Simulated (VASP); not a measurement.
# WSe4 (Pm-3m) in VASP: notebook

The runs below take WSe4 through relaxation of cell and atoms, single point, with PBE.

Program: VASP 6.6.1. These are calculated values, not measurements. Logs are shortened: lines on timing, memory, paths and dates and some standing lists are left out, and cuts for length are marked.

**1. The cell of the first run**

It takes space group Pm-3m (No. 221, cubic). The conventional cell has a = 5.035 Å, b = 5.035 Å, c = 5.035 Å, α = 90.00°, β = 90.00°, γ = 90.00°. W (site symmetry m-3m) has 6 Se at 2.52 Å within 3.3 Å. Se (site symmetry 4/mmm) has 2 W at 2.52 Å within 3.3 Å. Within 4.7 Å of Se (site symmetry m-3m) lie 12 Se at 3.56 Å and 8 W at 4.36 Å.

**2. Relaxation of cell and atoms, PBE**

INCAR reads:

```
PREC = Accurate ; ENCUT = 600
EDIFF = 1E-6 ; ISMEAR = 0
SIGMA = 0.1 ; LREAL = F
LASPH = T ; NELM = 100
ALGO = Normal ; ISIF = 3
LWAVE = F ; LCHARG = F
GGA = PE ; IBRION = 2
NSW = 90 ; EDIFFG = -0.04
```

KPOINTS reads:

```
regular mesh
0
Gamma
  4 4 4
```

POSCAR reads:

```
WSe4
1.0
    5.0348280100      0.0000000000      0.0000000000
    0.0000000000      5.0348280100      0.0000000000
    0.0000000000      0.0000000000      5.0348280100
W Se
1 4
Direct
    0.0000000000      0.0000000000      0.0000000000
    0.5000000000      0.0000000000      0.0000000000
    0.0000000000      0.5000000000      0.0000000000
    0.0000000000      0.0000000000      0.5000000000
    0.5000000000      0.5000000000      0.5000000000
```

Potentials or basis: VASP PAW PBE potentials, release 64 (W_sv, Se).

Command:

```
> cat potpaw_PBE.64/W_sv/POTCAR potpaw_PBE.64/Se/POTCAR > POTCAR
> mpirun -np 1 vasp_std > vasp.out
```

OUTCAR:

```text
PREC = Accurate
   ENCUT = 600
   EDIFF = 1E-6
   ISMEAR = 0
   LREAL = F
   LASPH = T
   NELM = 100
   ISIF = 3
   GGA = PE
   IBRION = 2
   NSW = 90
   EDIFFG = -0.04

 ion  position               nearest neighbor table
   1  0.000  0.000  0.000-   2 2.52   3 2.52   4 2.52   4 2.52   3 2.52   2 2.52
   2  0.500  0.000  0.000-   1 2.52   1 2.52
   3  0.000  0.500  0.000-   1 2.52   1 2.52
   4  0.000  0.000  0.500-   1 2.52   1 2.52
   5  0.500  0.500  0.500-

  LATTYP: Found a simple cubic cell.
 ALAT       =     5.0348280100

  Lattice vectors:

 A1 = (   5.0348280100,   0.0000000000,   0.0000000000)
 A2 = (   0.0000000000,   5.0348280100,   0.0000000000)
 A3 = (   0.0000000000,   0.0000000000,   5.0348280100)

Analysis of symmetry for initial positions (statically):
=====================================================================
 Subroutine PRICEL returns:
 Original cell was already a primitive cell.

 Routine SETGRP: Setting up the symmetry group for a
 simple cubic supercell.

 Subroutine GETGRP returns: Found 48 space group operations
 (whereof 48 operations were pure point group operations)
 out of a pool of 48 trial point group operations.

The static configuration has the point symmetry O_h .

Analysis of symmetry for dynamics (positions and initial velocities):
=====================================================================
 Subroutine PRICEL returns:
 Original cell was already a primitive cell.

 Routine SETGRP: Setting up the symmetry group for a
 simple cubic supercell.

 Subroutine GETGRP returns: Found 48 space group operations
 (whereof 48 operations were pure point group operations)
 out of a pool of 48 trial point group operations.

The dynamic configuration has the point symmetry O_h .

 Subroutine INISYM returns: Found 48 space group operations
 (whereof 48 operations are pure point group operations),
 and found     1 'primitive' translations

----------------------------------------------------------------------------------------

                                     Primitive cell

  volume of cell :     127.6303

  direct lattice vectors                    reciprocal lattice vectors
     5.034828010  0.000000000  0.000000000     0.198616516  0.000000000  0.000000000
     0.000000000  5.034828010  0.000000000     0.000000000  0.198616516  0.000000000
     0.000000000  0.000000000  5.034828010     0.000000000  0.000000000  0.198616516

[... 77 lines left out ...]
   NSW    =     90    number of steps for IOM
   IBRION =      2    ionic relax: 0-MD 1-quasi-New 2-CG
   NFREE  =      1    steps in history (QN), initial steepest desc. (CG)
   ISIF   =      3    stress and relaxation
   ISYM   =      2    0-nonsym 1-usesym 2-fastsym
   POTIM  = 0.5000    time-step for ionic-motion
   TEBEG  =    0.0;   TEEND  =   0.0 temperature during run
   PSTRESS=    0.0 pullay stress
   NELECT =      38.0000    total number of electrons
   NUPDOWN=      -1.0000    fix difference up-down
   EMIN   =  10.00;   EMAX   =-10.00  energy-range for DOS
   EFERMI =   0.00;   METHOD = LEGACY
   ISMEAR =     0;   SIGMA  =   0.10  broadening in eV -4-tet -1-fermi 0-gaus
   EFERMI_NEDOS =   21; number of points for ismear=-14 and -15
   IALGO  =     38    algorithm
   IMIX   =      4    mixing-type and parameters
     AMIX     =   0.40;   BMIX     =  1.00
     AMIX_MAG =   1.60;   BMIX_MAG =  1.00
  volume/ion in A,a.u.               =      25.53       172.26
  Fermi-wavevector in a.u.,A,eV,Ry     =   1.093162  2.065778 16.259020  1.195004
  Thomas-Fermi vector in A             =   2.229442
   LORBIT       =      0    0 simple, 1 ext, 2 COOP (PROOUT), +10 PAW based schemes
   GGA     = PE    functional components
   LHFCALC =     F    Hartree Fock is set to
   AEXX    =    0.0000 exact exchange contribution
   IVDW    =     0    specifies the selected vdW correction
   LEPSILON=     F    determine dielectric tensor
   LRPA    =     F    only Hartree local field effects (RPA)
 conjugate gradient relaxation of ions
 non-spin polarized calculation
 Gauss-broadening in eV      SIGMA  =   0.10
  energy-cutoff  :      600.00
  volume of cell :      127.63
 maximum number of plane-waves:      4337
   NGX = 21   NGY = 21   NGZ = 21

--------------------------------------- Ionic step        1  -------------------------------------------

 number of electron      37.9999987 magnetization

 Free energy of the ion-electron system (eV)
  ---------------------------------------------------
  ext. energy  EPLUGINS =         0.00000000
  ---------------------------------------------------
  free energy    TOTEN  =       -24.54863195 eV

  energy without entropy =      -24.51971496  energy(sigma->0) =      -24.53417346

------------------------ aborting loop because EDIFF is reached ----------------------------------------

  FORCE on cell =-STRESS in cart. coord.  units (eV):
  Direction    XX          YY          ZZ          XY          YZ          ZX
  --------------------------------------------------------------------------------------
  -------------------------------------------------------------------------------------
  Total       -4.5116384     -4.5116384     -4.5116384      0.0000000      0.0000000      0.0000000
  in kB      -56.6357882    -56.6357882    -56.6357882      0.0000000      0.0000000      0.0000000
  external PRESSURE =     -56.6357882 kB  Pullay stress =       0.0000000 kB
[... 26 lines left out ...]
--------------------------------------- Ionic step        2  -------------------------------------------

 number of electron      37.9999996 magnetization

 E-fermi :   4.6031     XC(G=0): -10.2010

 val. band max:        4.5921565389   @ k =   0.5000   0.2500   0.0000
 cond. band min:       4.7387171737   @ k =   0.5000   0.2500   0.2500
 fundamental gap:      0.1465606349
 Fermi energy:         4.6031422293

 k-point     1 :       0.0000    0.0000    0.0000
  band No.  band energies     occupation
      1     -70.0308      2.00000
      2     -34.3346      2.00000
      3     -34.3346      2.00000
      4     -34.3346      2.00000
      5     -10.3128      2.00000
      6      -8.4736      2.00000
[... 287 lines left out ...]
--------------------------------------- Ionic step        3  -------------------------------------------

 number of electron      38.0000010 magnetization

 Free energy of the ion-electron system (eV)
  ---------------------------------------------------
  ext. energy  EPLUGINS =         0.00000000
  ---------------------------------------------------
  free energy    TOTEN  =       -24.73137926 eV

  energy without entropy =      -24.70736233  energy(sigma->0) =      -24.71937080

 E-fermi :   4.0268     XC(G=0):  -9.9415

 val. band max:        4.0127894897   @ k =   0.5000   0.2500   0.0000
 cond. band min:       4.1412050830   @ k =   0.5000   0.2500   0.2500
 fundamental gap:      0.1284155933
 Fermi energy:         4.0268436483

 k-point     1 :       0.0000    0.0000    0.0000
  band No.  band energies     occupation
      1     -70.7351      2.00000
      2     -34.9841      2.00000
      3     -34.9841      2.00000
      4     -34.9841      2.00000
      5     -10.5498      2.00000
      6      -8.8811      2.00000
[... 281 lines left out ...]
  FREE ENERGIE OF THE ION-ELECTRON SYSTEM (eV)
  ---------------------------------------------------
  free  energy   TOTEN  =       -24.7313792639 eV

  energy  without entropy=      -24.7073623285  energy(sigma->0) =      -24.71937080

 reached required accuracy - stopping structural energy minimisation
```

OSZICAR:

```text
N       E                     dE             d eps       ncg     rms          rms(c)
DAV:   1     0.290623769816E+03    0.29062E+03   -0.18802E+04   476   0.167E+03
DAV:   2    -0.610239555671E+01   -0.29673E+03   -0.29287E+03   560   0.353E+02
DAV:   3    -0.262965339426E+02   -0.20194E+02   -0.19914E+02   587   0.833E+01
[... 29 lines left out ...]
DAV:   5    -0.247314657807E+02    0.62835E-03   -0.13018E-02   601   0.703E-01    0.494E-01
DAV:   6    -0.247313825586E+02    0.83222E-04   -0.17876E-03   546   0.262E-01    0.441E-02
DAV:   7    -0.247313765072E+02    0.60514E-05   -0.18038E-04   534   0.705E-02    0.252E-02
DAV:   8    -0.247313794811E+02   -0.29739E-05   -0.23009E-05   541   0.283E-02    0.129E-02
DAV:   9    -0.247313792639E+02    0.21723E-06   -0.44131E-06   424   0.143E-02
   3 F= -.24731379E+02 E0= -.24719371E+02  d E =-.182747E+00
```

Wall time 55 s (1 thread of Intel Xeon Platinum 8559C (Emerald Rapids), shared host); peak memory 0.26 GiB.

Results:

* Free energy: -24.7314 eV
* Relaxed volume: 23.62 Å³/atom
* Relaxed cell: a = 4.906 Å, b = 4.906 Å, c = 4.906 Å, α = 90.00°, β = 90.00°, γ = 90.00°
* Space group after relaxing (to 0.05 Å): Pm-3m (No. 221)
* Energy gained by relaxing: 36.5 meV/atom
* Ionic steps: 3
* Pressure after relaxing: 0.0 GPa
* Band gap on the k mesh: zero (band 19 reaches 4.70 eV, above the bottom of band 20 at 2.74 eV)

The path:
| step | energy change (eV) | largest force (eV/Å) | pressure (GPa) | volume (Å³) |
| --- | --- | --- | --- | --- |
| 1 | 0.0000 | 0.0000 | -5.66 | 127.63 |
| 2 | -0.0790 | 0.0000 | 5.52 | 111.68 |
| 3 | -0.1827 | 0.0000 | -0.04 | 118.09 |

Final structure:
```xyz
5
Lattice="4.9061 0.0000 0.0000 0.0000 4.9061 0.0000 0.0000 0.0000 4.9061" Properties=species:S:1:pos:R:3 pbc="T T T"
W     0.0000    0.0000    0.0000
Se    2.4531    0.0000    0.0000
Se    0.0000    2.4531    0.0000
Se    0.0000    0.0000    2.4531
Se    2.4531    2.4531    2.4531
```

Levels at points of the mesh, in eV from the Fermi level:
| k point | band 16 | band 17 | band 18 | band 19 | band 20 | band 21 | band 22 | band 23 |
| --- | --- | --- | --- | --- | --- | --- | --- | --- |
| (0.00, 0.00, 0.00) | -1.36 | -1.36 | -1.28 | -1.28 | -1.28 | 0.89 | 1.06 | 1.06 |
| (0.50, 0.00, 0.00) | -1.34 | -1.09 | -0.83 | -0.83 | -0.42 | -0.42 | 0.92 | 1.85 |
| (0.50, 0.50, 0.00) | -3.08 | -1.05 | 0.24 | 0.67 | 0.67 | 1.42 | 1.59 | 1.59 |
| (0.50, 0.50, 0.50) | -0.33 | -0.33 | 0.28 | 0.28 | 0.28 | 2.73 | 2.73 | 2.73 |

Caveat: spin-orbit coupling is left out, which moves the levels of the heavy elements.

**3. Single point, PBE**

This run uses another cell than the first one, of 23.63 Å³/atom, 0.926 times its volume.

INCAR reads:

```
SYSTEM = WSe4
PREC     = Accurate       ! precision mode
ENCUT    = 520            ! plane-wave cutoff, eV
EDIFF    = 1E-7           ! SCF threshold, eV
ISMEAR   = 0              ! smearing method
SIGMA    = 0.1            ! smearing width, eV
LREAL    = .False.        ! projectors in reciprocal space
LASPH    = .True.         ! aspherical terms in the spheres
NELM     = 60             ! most SCF steps
ALGO     = Normal         ! electronic algorithm
ISIF     = 2              ! what is computed and relaxed
LWAVE    = .False.        ! write WAVECAR
LCHARG   = .True.         ! write CHGCAR
GGA      = PE             ! functional
LELF     = .True.         ! ELF
LVHAR    = .True.       
NBANDS   = 27             ! bands
```

KPOINTS reads:

```
Automatic mesh
0
Gamma
  8 8 8
  0 0 0
```

Edit POSCAR of step 2 so:

```diff
@@ -2,5 +2,5 @@
 1.0
-    5.0348280100      0.0000000000      0.0000000000
-    0.0000000000      5.0348280100      0.0000000000
-    0.0000000000      0.0000000000      5.0348280100
+    4.9066694613      0.0000000000      0.0000000000
+    0.0000000000      4.9066694613      0.0000000000
+    0.0000000000      0.0000000000      4.9066694613
 W Se
```

Potentials or basis: VASP PAW PBE potentials, release 64 (W_sv, Se).

Command:

```
> cat potpaw_PBE.64/W_sv/POTCAR potpaw_PBE.64/Se/POTCAR > POTCAR
> mpirun -np 1 vasp_std > vasp.out
```

Run time: 56 s. Hardware: 1 thread of Intel Xeon Platinum 8559C (Emerald Rapids), shared host; peak memory 0.26 GiB.

The run converged. Its results:

| Item | Value |
| --- | --- |
| Free energy | -24.7178 eV |
| Pressure | 0.1 GPa |
| Band gap on the k mesh | zero (band 19 reaches 4.67 eV, above the bottom of band 20 at 2.76 eV) |

Levels at points of the mesh, in eV from the Fermi level:
```csv
k point,band 15,band 16,band 17,band 18,band 19,band 20,band 21,band 22,band 23,band 24
"(0.00, 0.00, 0.00)",-1.32,-1.32,-1.32,-1.24,-1.24,-1.24,0.95,0.95,1.07,1.07
"(0.50, 0.00, 0.00)",-1.79,-1.28,-1.10,-0.78,-0.78,-0.41,-0.41,0.99,1.90,1.90
"(0.50, 0.50, 0.00)",-3.05,-3.03,-1.06,0.29,0.68,0.68,1.48,1.65,1.65,1.85
"(0.50, 0.50, 0.50)",-0.31,-0.31,-0.31,0.33,0.33,0.33,2.77,2.77,2.77,5.98
```

Caveat: spin-orbit coupling is left out, which moves the levels of the heavy elements.

**4. Relaxation of cell and atoms, PBE**

This run uses another cell than the first one, of 23.68 Å³/atom, 0.928 times its volume.

INCAR reads:

```
ALGO = Normal ; EDIFF = 1E-6
EDIFFG = -0.01 ; ENCUT = 600
GGA = PE ; IBRION = 2
ISIF = 3 ; ISMEAR = 0
LASPH = T ; LCHARG = F
LREAL = F ; LWAVE = F
NELM = 80 ; NSW = 100
PREC = Accurate ; SIGMA = 0.1
```

KPOINTS reads:

```
k-points
0
Gamma
  8 8 8
```

Edit POSCAR of step 3 so:

```diff
@@ -2,5 +2,5 @@
 1.0
-    4.9066694613      0.0000000000      0.0000000000
-    0.0000000000      4.9066694613      0.0000000000
-    0.0000000000      0.0000000000      4.9066694613
+    4.9105174648      0.0000000000      0.0000000000
+    0.0000000000      4.9105174648      0.0000000000
+    0.0000000000      0.0000000000      4.9105174648
 W Se
```

Potentials or basis: VASP PAW PBE potentials, release 64 (W_sv, Se).

Command:

```
> cat potpaw_PBE.64/W_sv/POTCAR potpaw_PBE.64/Se/POTCAR > POTCAR
> mpirun -np 1 vasp_std > vasp.out
```

OUTCAR:

```text
EDIFF = 1E-6
   EDIFFG = -0.01
   ENCUT = 600
   GGA = PE
   IBRION = 2
   ISIF = 3
   ISMEAR = 0
   LASPH = T
   LREAL = F
   NELM = 80
   NSW = 100
   PREC = Accurate

 ion  position               nearest neighbor table
   1  0.000  0.000  0.000-   2 2.46   3 2.46   4 2.46   4 2.46   3 2.46   2 2.46
   2  0.500  0.000  0.000-   1 2.46   1 2.46
   3  0.000  0.500  0.000-   1 2.46   1 2.46
   4  0.000  0.000  0.500-   1 2.46   1 2.46
   5  0.500  0.500  0.500-

[... 829 lines left out ...]
  -------------------------------------------------------------------------------------
  Total       -0.0481998     -0.0481998     -0.0481998      0.0000000      0.0000000     -0.0000000
  in kB       -0.6521893     -0.6521893     -0.6521893      0.0000000      0.0000000     -0.0000000
  external PRESSURE =      -0.6521893 kB  Pullay stress =       0.0000000 kB

 VOLUME and BASIS-vectors are now :
 -----------------------------------------------------------------------------
  energy-cutoff  :      600.00
  volume of cell :      118.41
      direct lattice vectors                 reciprocal lattice vectors
     4.910517465  0.000000000  0.000000000     0.203644526  0.000000000  0.000000000
     0.000000000  4.910517465  0.000000000     0.000000000  0.203644526  0.000000000
     0.000000000  0.000000000  4.910517465     0.000000000  0.000000000  0.203644526

 POSITION                                       TOTAL-FORCE (eV/Angst)
 -----------------------------------------------------------------------------------
      0.00000      0.00000      0.00000         0.000000      0.000000      0.000000
      2.45526      0.00000      0.00000         0.000000      0.000000      0.000000
      0.00000      2.45526      0.00000         0.000000      0.000000      0.000000
      0.00000      0.00000      2.45526         0.000000      0.000000      0.000000
      2.45526      2.45526      2.45526         0.000000      0.000000      0.000000
 -----------------------------------------------------------------------------------
    total drift:                               -0.000000      0.000000     -0.000000

  FREE ENERGIE OF THE ION-ELECTRON SYSTEM (eV)
  ---------------------------------------------------
  free  energy   TOTEN  =       -24.7181984874 eV

  energy  without entropy=      -24.6924455104  energy(sigma->0) =      -24.70532200

 reached required accuracy - stopping structural energy minimisation
```

OSZICAR:

```text
N       E                     dE             d eps       ncg     rms          rms(c)
DAV:   1     0.299430209234E+03    0.29943E+03   -0.18955E+04  1650   0.169E+03
DAV:   2    -0.523800306869E+01   -0.30467E+03   -0.30053E+03  1944   0.361E+02
DAV:   3    -0.259176939640E+02   -0.20680E+02   -0.20211E+02  2024   0.843E+01
DAV:   4    -0.263783608256E+02   -0.46067E+00   -0.45778E+00  1854   0.131E+01
DAV:   5    -0.263890047071E+02   -0.10644E-01   -0.10625E-01  2148   0.175E+00    0.212E+01
DAV:   6    -0.263134649072E+02    0.75540E-01   -0.33221E+01  1946   0.235E+01    0.897E+00
DAV:   7    -0.248962915621E+02    0.14172E+01   -0.16237E+01  1931   0.171E+01    0.729E+00
DAV:   8    -0.247737519175E+02    0.12254E+00   -0.14615E+00  1822   0.461E+00    0.318E+00
DAV:   9    -0.247174018511E+02    0.56350E-01   -0.21340E-01  1963   0.270E+00    0.252E-01
DAV:  10    -0.247181538180E+02   -0.75197E-03   -0.99596E-03  1932   0.539E-01    0.145E-01
DAV:  11    -0.247181829005E+02   -0.29082E-04   -0.50249E-04  2018   0.133E-01    0.323E-02
DAV:  12    -0.247181958561E+02   -0.12956E-04   -0.52855E-05  2093   0.387E-02    0.907E-03
DAV:  13    -0.247181989513E+02   -0.30952E-05   -0.69392E-06  1702   0.174E-02    0.586E-03
DAV:  14    -0.247181984874E+02    0.46393E-06   -0.79642E-07  1155   0.544E-03
   1 F= -.24718198E+02 E0= -.24705322E+02  d E =-.247182E+02
```

CONTCAR:

```text
WSe4
   1.00000000000000
     4.9105174647999998    0.0000000000000000    0.0000000000000000
     0.0000000000000000    4.9105174647999998    0.0000000000000000
     0.0000000000000000    0.0000000000000000    4.9105174647999998
  W               Se
     1     4
Direct
     0.0000000000000000    0.0000000000000000    0.0000000000000000
     0.5000000000000000    0.0000000000000000    0.0000000000000000
     0.0000000000000000    0.5000000000000000    0.0000000000000000
     0.0000000000000000    0.0000000000000000    0.5000000000000000
     0.5000000000000000    0.5000000000000000    0.5000000000000000

  0.00000000E+00  0.00000000E+00  0.00000000E+00
  0.00000000E+00  0.00000000E+00  0.00000000E+00
  0.00000000E+00  0.00000000E+00  0.00000000E+00
  0.00000000E+00  0.00000000E+00  0.00000000E+00
  0.00000000E+00  0.00000000E+00  0.00000000E+00
```

Wall time 60 s (1 thread of Intel Xeon 6975P-C, shared host); peak memory 0.31 GiB.

Results:

```
Free energy             : -24.7182 eV
Pressure after relaxing : -0.1 GPa
Band gap on the k mesh  : zero (band 19 reaches 4.64 eV, above the bottom of band 20 at 2.74 eV)
```

Final structure:
```
CELL_PARAMETERS angstrom
4.91052 0.00000 0.00000
0.00000 4.91052 0.00000
0.00000 0.00000 4.91052
ATOMIC_POSITIONS crystal
W 0.00000 0.00000 0.00000
Se 0.50000 0.00000 0.00000
Se 0.00000 0.50000 0.00000
Se 0.00000 0.00000 0.50000
Se 0.50000 0.50000 0.50000
```

Caveat: the relaxation stopped at its first step, so nothing moved; spin-orbit coupling is left out, which moves the levels of the heavy elements.

**5. The runs side by side**

| task | cell | k mesh | cutoff (eV) | gap on the mesh (eV) | pressure (GPa) |
| --- | --- | --- | --- | --- | --- |
| relaxation of cell and atoms | relaxed from a = 5.035 Å, 5 atoms | 4 × 4 × 4 | 600 | none | 0.0 |
| single point | a = 4.907 Å, 5 atoms | 8 × 8 × 8 | 520 | none | 0.1 |
| relaxation of cell and atoms | relaxed from a = 4.911 Å, 5 atoms | 8 × 8 × 8 | 600 | none | -0.1 |

Alike in all rows: level PBE; potentials or basis VASP PAW PBE potentials, release 64 (W_sv, Se); no spin polarisation; smearing gaussian 0.1 eV.

Caveats: spin-orbit coupling is left out, which moves the levels of the heavy elements; the relaxation stopped at its first step, so nothing moved (some runs).

Absolute energies hang on the potentials; compare differences alone.
